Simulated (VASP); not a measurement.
Sn3GeP:

```xyz
5
Lattice="4.1512 0.0000 0.0000 0.0000 4.1512 0.0000 0.0000 0.0000 7.5982" Properties=species:S:1:pos:R:3 pbc="T T T"
Sn    2.0756    2.0756    5.7691
Sn    2.0756    2.0756    1.8291
Sn    0.0000    0.0000    0.0000
Ge    0.0000    0.0000    3.7991
P     2.0756    2.0756    3.7991
```

The cell was generated, and may not be a known phase.

```yaml
Program: VASP 6.6.1
Task: relaxation of cell and atoms
Functional: PBE
Potentials_or_basis: VASP PAW PBE potentials, release 64 (Sn_d, Ge_d, P)
Cutoff: 600 eV
k_mesh: 4 × 4 × 2
Occupations: gaussian, width 0.2 eV
Spin: no spin polarisation
```

At the start: pressure 18.1 GPa; volume 26.19 Å³/atom.

Question: Where does the relaxation end?

Answer: Over 19 steps the energy falls by 1209.8 meV/atom and the volume is 25.73 Å³/atom (-1.8 %); space group P4/mmm (No. 123, to 0.1 Å) before and after.

The path:
| step | energy change (eV) | largest force (eV/Å) | pressure (GPa) | volume (Å³) |
| --- | --- | --- | --- | --- |
| 1 | 0.0000 | 13.3137 | 18.12 | 130.94 |
| 2 | -4.1979 | 0.2772 | -5.78 | 182.42 |
| 3 | -4.2187 | 0.2604 | -5.85 | 180.92 |
| 4 | -4.2417 | 0.2354 | -5.92 | 179.41 |
| 5 | -5.1895 | 0.4435 | -6.46 | 156.18 |
| 6 | -5.3660 | 0.2997 | -2.63 | 143.82 |
| 7 | -5.4336 | 0.4221 | -5.25 | 149.66 |
| 8 | -5.4551 | 0.2714 | -4.63 | 147.88 |
| 9 | -5.4556 | 0.2340 | -4.51 | 147.54 |
| 10 | -5.9176 | 0.3899 | -1.80 | 133.48 |
| 11 | -5.9714 | 0.4778 | -0.25 | 128.67 |
| 12 | -5.9734 | 0.5003 | 0.24 | 127.48 |
| 13 | -5.9733 | 0.4936 | 0.04 | 127.87 |
| 14 | -5.9952 | 0.4402 | 0.04 | 127.96 |
| 15 | -6.0414 | 0.1433 | 0.06 | 128.21 |
| 16 | -5.9794 | 0.7814 | 0.61 | 128.69 |
| 17 | -6.0466 | 0.0622 | 0.11 | 128.32 |
| 18 | -6.0471 | 0.0445 | -0.18 | 128.91 |
| 19 | -6.0490 | 0.0036 | -0.04 | 128.63 |

Final structure:
```
CELL_PARAMETERS angstrom
3.77828 0.00000 0.00000
0.00000 3.77828 0.00000
0.00000 0.00000 9.01079
ATOMIC_POSITIONS crystal
Sn 0.50000 0.50000 0.78879
Sn 0.50000 0.50000 0.21121
Sn 0.00000 0.00000 0.00000
Ge 0.00000 0.00000 0.50000
P 0.50000 0.50000 0.50000
```

Caveat: the k points lie up to 0.42 Å⁻¹ apart in the final cell, too coarse for converged energies and pressures of a metal; a cell axis changed by over 15 % at a fixed basis, so the end point is rough.
